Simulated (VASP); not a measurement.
# BN (R-3m) in VASP: single point with HSE06

Aim: the single point of BN with HSE06.

Everything below comes from runs of VASP 6.6.1. Logs are shortened: lines on timing, memory, paths and dates and some standing lists are left out, and cuts for length are marked.

**1. The cell of the first run**

It takes space group R-3m (No. 166, trigonal). Conventional cell: a = 2.469 Å, b = 2.469 Å, c = 6.229 Å, α = 90.00°, β = 90.00°, γ = 120.00°. Within 2.3 Å of B (site symmetry -3m) lie 6 N at 1.76 Å. N (site symmetry -3m) has 6 B at 1.76 Å within 2.3 Å.

**2. Single point, HSE06 (strain along [111] +3.0%)**

File POSCAR:

```
BN
1.0
    0.0349165187      1.7807424537      1.7807424537
    1.7807424537      0.0349165187      1.7807424537
    1.7807424537      1.7807424537      0.0349165187
B N
1 1
Direct
    0.0000000000      0.0000000000      0.0000000000
    0.5000000000      0.5000000000      0.5000000000
```

File INCAR.step1:

```
SYSTEM = BN
PREC     = Accurate       ! precision mode
ENCUT    = 520            ! plane-wave cutoff, eV
EDIFF    = 1E-5           ! SCF threshold, eV
ISMEAR   = 0              ! smearing method
SIGMA    = 0.01           ! smearing width, eV
LREAL    = .False.        ! projectors in reciprocal space
LASPH    = .True.         ! aspherical terms in the spheres
NELM     = 60             ! most SCF steps
ALGO     = Normal         ! electronic algorithm
ISIF     = 2              ! what is computed and relaxed
LWAVE    = .True.         ! write WAVECAR
LCHARG   = .False.        ! write CHGCAR
GGA      = PE             ! functional
NBANDS   = 11             ! bands
```

File INCAR.step2:

```
SYSTEM = BN
PREC     = Accurate       ! precision mode
ENCUT    = 520            ! plane-wave cutoff, eV
EDIFF    = 1E-6           ! SCF threshold, eV
ISMEAR   = 0              ! smearing method
SIGMA    = 0.01           ! smearing width, eV
LREAL    = .False.        ! projectors in reciprocal space
LASPH    = .True.         ! aspherical terms in the spheres
NELM     = 60             ! most SCF steps
ALGO     = Normal         ! electronic algorithm
ISIF     = 2              ! what is computed and relaxed
LWAVE    = .False.        ! write WAVECAR
LCHARG   = .False.        ! write CHGCAR
GGA      = PE             ! functional
LHFCALC  = .True.         ! exact exchange
HFSCREEN = 0.2079         ! screening, 1/A
PRECFOCK = Normal       
ISTART   = 1            
NBANDS   = 11             ! bands
```

File KPOINTS:

```
regular mesh
0
Gamma
  8 8 8
  0 0 0
```

Potentials or basis: VASP PAW PBE potentials, release 64 (B, N).

Run with:

```bash
> cat potpaw_PBE.64/B/POTCAR potpaw_PBE.64/N/POTCAR > POTCAR
> cp INCAR.step1 INCAR
> mpirun -np 1 vasp_std > vasp.out
> cp INCAR.step2 INCAR
> mpirun -np 1 vasp_std > vasp.out
```

OUTCAR:

```text
SYSTEM = BN
   PREC = Accurate
   ENCUT = 520
   EDIFF = 1E-6
   ISMEAR = 0
   LREAL = .False.
   LASPH = .True.
   NELM = 60
   ISIF = 2
   GGA = PE
   LHFCALC = .True.
   HFSCREEN = 0.2079
   PRECFOCK = Normal
   ISTART = 1

 ion  position               nearest neighbor table
   1  0.000  0.000  0.000-   2 1.76   2 1.76   2 1.76   2 1.76   2 1.76   2 1.76
   2  0.500  0.500  0.500-   1 1.76   1 1.76   1 1.76   1 1.76   1 1.76   1 1.76

  LATTYP: Found a trigonal (rhomboedric) cell.
 ALAT       =     2.5185921734
 COS(alpha) =     0.5195079762

  Lattice vectors:

 A1 = (   0.0349165187,   1.7807424537,   1.7807424537)
 A2 = (   1.7807424537,   0.0349165187,   1.7807424537)
 A3 = (   1.7807424537,   1.7807424537,   0.0349165187)

Analysis of symmetry for initial positions (statically):
=====================================================================
 Subroutine PRICEL returns:
 Original cell was already a primitive cell.

 Routine SETGRP: Setting up the symmetry group for a
 trigonal (rhombohedral) supercell.

 Subroutine GETGRP returns: Found 12 space group operations
 (whereof 12 operations were pure point group operations)
 out of a pool of 12 trial point group operations.

The static configuration has the point symmetry D_3d.

Analysis of symmetry for dynamics (positions and initial velocities):
=====================================================================
 Subroutine PRICEL returns:
 Original cell was already a primitive cell.

 Routine SETGRP: Setting up the symmetry group for a
 trigonal (rhombohedral) supercell.

 Subroutine GETGRP returns: Found 12 space group operations
 (whereof 12 operations were pure point group operations)
 out of a pool of 12 trial point group operations.

The dynamic configuration has the point symmetry D_3d.

 Subroutine INISYM returns: Found 12 space group operations
 (whereof 12 operations are pure point group operations),
 and found     1 'primitive' translations

----------------------------------------------------------------------------------------

                                     Primitive cell

  volume of cell :      10.9615

  direct lattice vectors                    reciprocal lattice vectors
     0.034916519  1.780742454  1.780742454    -0.289177952  0.283616838  0.283616838
     1.780742454  0.034916519  1.780742454     0.283616838 -0.289177952  0.283616838
[... 95 lines left out ...]
   PSTRESS=    0.0 pullay stress
   NELECT =       8.0000    total number of electrons
   NUPDOWN=      -1.0000    fix difference up-down
   EMIN   =  10.00;   EMAX   =-10.00  energy-range for DOS
   EFERMI =   0.00;   METHOD = LEGACY
   ISMEAR =     0;   SIGMA  =   0.01  broadening in eV -4-tet -1-fermi 0-gaus
   EFERMI_NEDOS =   21; number of points for ismear=-14 and -15
   IALGO  =     38    algorithm
   IMIX   =      1    mixing-type and parameters
     AMIX     =   0.40;   BMIX     =  1.00
     AMIX_MAG =   1.60;   BMIX_MAG =  1.00
  volume/ion in A,a.u.               =       5.48        36.99
  Fermi-wavevector in a.u.,A,eV,Ry     =   1.473946  2.785353 29.558873  2.172516
  Thomas-Fermi vector in A             =   2.588777
   LORBIT       =      0    0 simple, 1 ext, 2 COOP (PROOUT), +10 PAW based schemes
   GGA     = PE    functional components
   LHFCALC =     T    Hartree Fock is set to
   PRECFOCK=normal    Normal, Fast or Accurate (Low or Medium for compatibility)
   ENCUT4O =  -1.0   cutoff for four orbital integrals eV
   NKREDX  =     1    reduce k-point grid by
   NKREDY  =     1    reduce k-point grid by
   NKREDZ  =     1    reduce k-point grid by
   AEXX    =    0.2500 exact exchange contribution
   HFSCREEN=    0.2079 screening length (either q_TF or 0.3 A-1)
   HFSCREENC=   0.2079 screening length for correlation (either q_TF or 0.3 A-1)
   ENCUTFOCK=  -1.0 apply spherical cutoff to Coloumb kernel
   IVDW    =     0    specifies the selected vdW correction
   LEPSILON=     F    determine dielectric tensor
   LRPA    =     F    only Hartree local field effects (RPA)
 non-spin polarized calculation
 Gauss-broadening in eV      SIGMA  =   0.01
  energy-cutoff  :      520.00
  volume of cell :       10.96
 maximum number of plane-waves:       304
  NGX = 16; NGY = 16; NGZ = 16

 number of electron       8.0000000 magnetization

 Free energy of the ion-electron system (eV)
  ---------------------------------------------------
  ext. energy  EPLUGINS =         0.00000000
  ---------------------------------------------------
  free energy    TOTEN  =       -16.53119630 eV

  energy without entropy =      -16.53119630  energy(sigma->0) =      -16.53119630

 E-fermi :   9.5904     XC(G=0): -11.0846

 val. band max:        9.4909870633   @ k =   0.3750   0.2500   0.2500
 cond. band min:      11.3373218024   @ k =   0.5000   0.5000  -0.0000
 fundamental gap:      1.8463347392
 Fermi energy:         9.5903812426

 k-point     1 :       0.0000    0.0000    0.0000
  band No.  band energies     occupation
      1     -14.8430      2.00000
      2       7.9052      2.00000
      3       8.6312      2.00000
      4       8.6312      2.00000
      5      19.5484      0.00000
      6      23.1121      0.00000
      7      23.1121      0.00000
      8      23.3375      0.00000
      9      28.5024      0.00000
     10      29.7012      0.00000
     11      29.7012      0.00000
[... 309 lines left out ...]
 k-point    24 :       0.3750    0.1250    0.1250
  band No.  band energies     occupation
      1     -12.0042      2.00000
      2       1.4434      2.00000
      3       5.0534      2.00000
      4       9.4039      2.00000
      5      16.9609      0.00000
      6      18.2059      0.00000
      7      20.8712      0.00000
      8      24.2259      0.00000
      9      29.5965      0.00000
     10      33.9731      0.00000
     11      38.0625      0.00000

 [... further k-points ...]
[... 5 lines left out ...]
  --------------------------------------------------------------------------------------
  -------------------------------------------------------------------------------------
  Total       -1.2995036     -1.2995036     -1.2995036     -0.8568810     -0.8568810     -0.8568810
  in kB     -189.9407009   -189.9407009   -189.9407009   -125.2451887   -125.2451887   -125.2451887
  external PRESSURE =    -189.9407009 kB  Pullay stress =       0.0000000 kB

 VOLUME and BASIS-vectors are now :
 -----------------------------------------------------------------------------
  energy-cutoff  :      520.00
  volume of cell :       10.96
      direct lattice vectors                 reciprocal lattice vectors
     0.034916519  1.780742454  1.780742454    -0.289177952  0.283616838  0.283616838
     1.780742454  0.034916519  1.780742454     0.283616838 -0.289177952  0.283616838
     1.780742454  1.780742454  0.034916519     0.283616838  0.283616838 -0.289177952

 POSITION                                       TOTAL-FORCE (eV/Angst)
 -----------------------------------------------------------------------------------
      0.00000      0.00000      0.00000        -0.000000     -0.000000      0.000000
      1.79820      1.79820      1.79820         0.000000      0.000000     -0.000000
 -----------------------------------------------------------------------------------
    total drift:                                0.000001      0.000001      0.000001

  FREE ENERGIE OF THE ION-ELECTRON SYSTEM (eV)
  ---------------------------------------------------
  free  energy   TOTEN  =       -16.5311963037 eV

  energy  without entropy=      -16.5311963037  energy(sigma->0) =      -16.53119630
```

OUTCAR.step1:

```text
SYSTEM = BN
   PREC = Accurate
   ENCUT = 520
   EDIFF = 1E-5
   ISMEAR = 0
   LREAL = .False.
   LASPH = .True.
[... 558 lines left out ...]
      0.00000      0.00000      0.00000         0.000000      0.000000     -0.000000
      1.79820      1.79820      1.79820        -0.000000     -0.000000      0.000000
 -----------------------------------------------------------------------------------
    total drift:                                0.000000      0.000000      0.000000

  FREE ENERGIE OF THE ION-ELECTRON SYSTEM (eV)
  ---------------------------------------------------
  free  energy   TOTEN  =       -13.9141018610 eV

  energy  without entropy=      -13.9141018610  energy(sigma->0) =      -13.91410186
```

Wall time 42 min (1 thread of AMD EPYC 7R13, shared host); peak memory 0.24 GiB.

What came out:

- Free energy: -16.5312 eV
- Pressure: -19.0 GPa
- Band gap on the k mesh: 1.85 eV (least direct gap 6.71 eV)

Stress tensor (GPa, compression positive):
```
-18.99 -12.52 -12.52
-12.52 -18.99 -12.52
-12.52 -12.52 -18.99
```

Levels at points of the mesh, in eV from the valence-band top:
```tsv
k point	band 2	band 3	band 4	band 5	band 6	band 7
(0.00, 0.00, 0.00)	-1.59	-0.86	-0.86	10.06	13.62	13.62
(0.50, 0.00, 0.00)	-13.51	-0.99	-0.72	5.99	6.38	8.19
(0.50, 0.50, 0.00)	-12.71	-6.39	-5.79	1.85	9.92	16.29
(0.50, 0.50, 0.50)	-13.89	-0.50	-0.50	6.74	6.74	8.92
```

Caveat: the cell differs from its parent crystal (strain along [111] +3.0%); the cell stands under tension; the structure was generated, so it needn't be the stable form of BN; the PAW data sets were made with another functional, which shifts forces and pressure a little. A k mesh can miss the band edges.
